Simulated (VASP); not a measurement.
Wanted: the native input for a VASP 6.6.1 run.

| Quantity | Value |
| --- | --- |
| Task | single point |
| Functional | PBE |
| Potentials or basis | VASP PAW PBE potentials, release 64 (Ca_sv, S) |
| Cutoff | 500 eV |
| k mesh | 8 × 8 × 8 |
| Occupations | gaussian, width 0.01 eV |
| Spin | no spin polarisation |
| Dipole correction | no |
| Further INCAR settings | ALGO = Normal; EDIFF = 1e-06; NBANDS = 15 |

The structure of CaS lies in POSCAR:

```
CaS
1.0
    0.0000000000      2.8479357432      2.8479357432
    2.8479357432      0.0000000000      2.8479357432
    2.8479357432      2.8479357432      0.0000000000
Ca S
1 1
Direct
    0.0000000000      0.0000000000      0.0000000000
    0.5000000000      0.5000000000      0.5000000000
```

One way to write it, as run:

INCAR

```
PREC = Accurate ; ENCUT = 500
EDIFF = 1E-6 ; ISMEAR = 0
SIGMA = 0.01 ; LREAL = F
LASPH = T ; NELM = 120
ALGO = Normal ; ISIF = 2
LWAVE = F ; LCHARG = F
GGA = PE ; NBANDS = 15
GGA_COMPAT = F
```

KPOINTS

```
regular mesh
0
Gamma
  8 8 8
```

Potentials or basis: VASP PAW PBE potentials, release 64 (Ca_sv, S).

The run is started by

```bash
$ cat potpaw_PBE.64/Ca_sv/POTCAR potpaw_PBE.64/S/POTCAR > POTCAR
$ mpirun -np 1 vasp_std > vasp.out
```

It gave:

```json
{
  "Pressure": "0.6 GPa",
  "Band gap on the k mesh": "2.36 eV (least direct gap 3.16 eV)"
}
```

Wall time 19 s on 1 thread of Intel(R) Xeon(R) Platinum 8488C (Sapphire Rapids) (shared host), peak memory 0.17 GiB.
